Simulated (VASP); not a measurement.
Crystal: Si.

```
Si
1.0
     0.00000    2.71500    2.71500
     2.71500    0.00000    2.71500
     2.71500    2.71500    0.00000
Si
2
Cartesian
  5.4300 5.4300 5.4300
  1.3575 1.3575 1.3575
```

| Quantity | Value |
| --- | --- |
| Program | VASP 6.6.1 |
| Task | relaxation of cell and atoms |
| Functional | PBE |
| Potentials or basis | VASP PAW PBE potentials, release 64 (Si) |
| Cutoff | 500 eV |
| k mesh | 15 × 15 × 15 |
| Occupations | methfessel-paxton, width 0.05 eV |
| Spin | no spin polarisation |

At the start: pressure 2.0 GPa; volume 20.01 Å³/atom.

Problem. How do energy, volume and symmetry change on relaxing?

Solution. Over 3 steps the energy falls by 2.6 meV/atom and the volume is 20.44 Å³/atom (+2.1 %); space group Fd-3m (No. 227, to 0.1 Å) before and after.

The path:
| step | energy change (eV) | largest force (eV/Å) | pressure (GPa) | volume (Å³) |
| --- | --- | --- | --- | --- |
| 1 | 0.0000 | 0.0000 | 1.98 | 40.03 |
| 2 | -0.0029 | 0.0000 | -1.23 | 41.47 |
| 3 | -0.0052 | 0.0000 | 0.01 | 40.88 |

Final structure:
```cif
data_structure
_symmetry_space_group_name_H-M 'P 1'
_symmetry_Int_Tables_number 1
_cell_length_a 3.8668
_cell_length_b 3.8668
_cell_length_c 3.8668
_cell_angle_alpha 60.000
_cell_angle_beta 60.000
_cell_angle_gamma 60.000
_cell_volume 40.88
loop_
_atom_site_label
_atom_site_type_symbol
_atom_site_fract_x
_atom_site_fract_y
_atom_site_fract_z
_atom_site_occupancy
Si1 Si 0.00000 0.00000 0.00000 1
Si2 Si 0.25000 0.25000 0.25000 1
```
